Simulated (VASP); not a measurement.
Ir, 1 atom in the cell. The structure is orthorhombic, space group Immm (No. 71). The conventional cell has a = 2.682 Å, b = 2.792 Å, c = 3.871 Å, α = 90.00°, β = 90.00°, γ = 90.00°. Ir (site symmetry mmm) has 12 Ir at 2.68 to 2.79 Å within 3.5 Å.  This cell differs from its parent crystal: strain -0.0400 x Voigt [0, 0, 0, 0, 0, 1].

- Program: VASP 6.6.1
- Task: single point
- Functional: PBE
- Potentials or basis: VASP PAW PBE potentials, release 64 (Ir)
- Cutoff: 520 eV
- k mesh: 26 × 26 × 26
- Occupations: gaussian, width 0.15 eV
- Spin: no spin polarisation
- Dipole correction: no
- Further INCAR settings: ALGO = Fast; EDIFF = 1e-06; NBANDS = 10

Potentials or basis: VASP PAW PBE potentials, release 64 (Ir).

Launch:

```bash
$ cat potpaw_PBE.64/Ir/POTCAR > POTCAR
$ mpirun -np 1 vasp_std > vasp.out
```

Hardware: 1 thread of Intel(R) Xeon(R) 6975P-C (Granite Rapids) (shared host).

Question: Estimate the wall time of this run.

Answer: Run time: 2.3 min on 1 thread of Intel(R) Xeon(R) 6975P-C (Granite Rapids), with other jobs on the host, peak memory 0.47 GiB. Counts: scf iterations 15, k points 2471.
